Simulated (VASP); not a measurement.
A run of VASP 6.6.1:

Contents of INCAR:

```
SYSTEM = SiNi
PREC = Accurate
ENCUT = 520
EDIFF = 1E-6
ISMEAR = 1
SIGMA = 0.1
LREAL = .False.
LASPH = .True.
NELM = 80
ALGO = Normal
ISIF = 2
LWAVE = .False.
LCHARG = .False.
GGA = PS
NBANDS = 38
```

The input KPOINTS:

```
regular mesh
0
Gamma
  8 12 8
  0 0 0
```

The input POSCAR:

```
SiNi
1.0
    5.0841225824      0.0000000000      0.0000000000
    0.0000000000      3.3648587297      0.0000000000
    0.0000000000      0.0000000000      5.5196864008
Si Ni
4 4
Direct
    0.3211686031      0.7500000000      0.0872021689
    0.1788313969      0.2500000000      0.5872021689
    0.8211686031      0.7500000000      0.4127978311
    0.6788313969      0.2500000000      0.9127978311
    0.0093749845      0.2500000000      0.1874082927
    0.4906250155      0.7500000000      0.6874082927
    0.5093749845      0.2500000000      0.3125917073
    0.9906250155      0.7500000000      0.8125917073
```

Potentials or basis: VASP PAW PBE potentials, release 64 (Si, Ni).

The run is started by

```bash
$ cat potpaw_PBE.64/Si/POTCAR potpaw_PBE.64/Ni/POTCAR > POTCAR
$ mpirun -np 1 vasp_std > vasp.out
```

Hardware: 1 thread of Oxide Virtual Turin-like Processor, with other jobs on the host.

Q: How long does it take, and how much memory?

A: Wall time 11 min on 1 thread of Oxide Virtual Turin-like Processor (shared host), peak memory 0.51 GiB. Counts: scf iterations 15, k points 175.
